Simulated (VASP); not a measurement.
Write the native input for VASP 6.6.1 that does the following.

| Quantity | Value |
| --- | --- |
| Task | relaxation of cell and atoms |
| Functional | LDA |
| Potentials or basis | VASP PAW LDA potentials, release 64 (K_sv, Br) |
| Cutoff | 600 eV |
| k mesh | 6 × 6 × 6 |
| Occupations | gaussian, width 0.02 eV |
| Spin | no spin polarisation |
| Dipole correction | no |
| Further INCAR settings | ALGO = Normal; EDIFF = 1e-07; IBRION = 2; EDIFFG = -0.005; NSW = 100; ISIF = 3 |

The structure of KBr lies in POSCAR:

```
KBr
1.0
    3.8300121826      0.0000000000      0.0000000000
    0.0000000000      3.8300121826      0.0000000000
    0.0000000000      0.0000000000      3.8300121826
K Br
1 1
Direct
    0.0000000000      0.0000000000      0.0000000000
    0.5000000000      0.5000000000      0.5000000000
```

One way to write it, as run:

INCAR

```
  PREC = Accurate
  ENCUT = 600
  EDIFF = 1E-7
  ISMEAR = 0
  SIGMA = 0.02
  LREAL = F
  LASPH = T
  NELM = 100
  ALGO = Normal
  ISIF = 3
  LWAVE = F
  LCHARG = F
  GGA = CA
  IBRION = 2
  NSW = 100
  EDIFFG = -0.005
```

KPOINTS

```
regular mesh
0
Gamma
  6 6 6
```

Potentials or basis: VASP PAW LDA potentials, release 64 (K_sv, Br).

Launch:

```bash
$ cat potpaw_LDA.64/K_sv/POTCAR potpaw_LDA.64/Br/POTCAR > POTCAR
$ mpirun -np 1 vasp_std > vasp.out
```

It gave:

```
Relaxed volume                         : 28.15 Å³/atom
Relaxed cell                           : a = 3.833 Å, b = 3.833 Å, c = 3.833 Å, α = 90.00°, β = 90.00°, γ = 90.00°
Space group after relaxing (to 0.05 Å) : Pm-3m (No. 221)
Energy gained by relaxing              : 0.0 meV/atom
Ionic steps                            : 2
Pressure after relaxing                : 0.0 GPa
Band gap on the k mesh                 : 4.03 eV, indirect (least direct gap 4.35 eV)
```

Wall time 7.4 s on 1 thread of Intel(R) Xeon(R) 6975P-C (Granite Rapids), with other jobs on the host, peak memory 0.16 GiB.
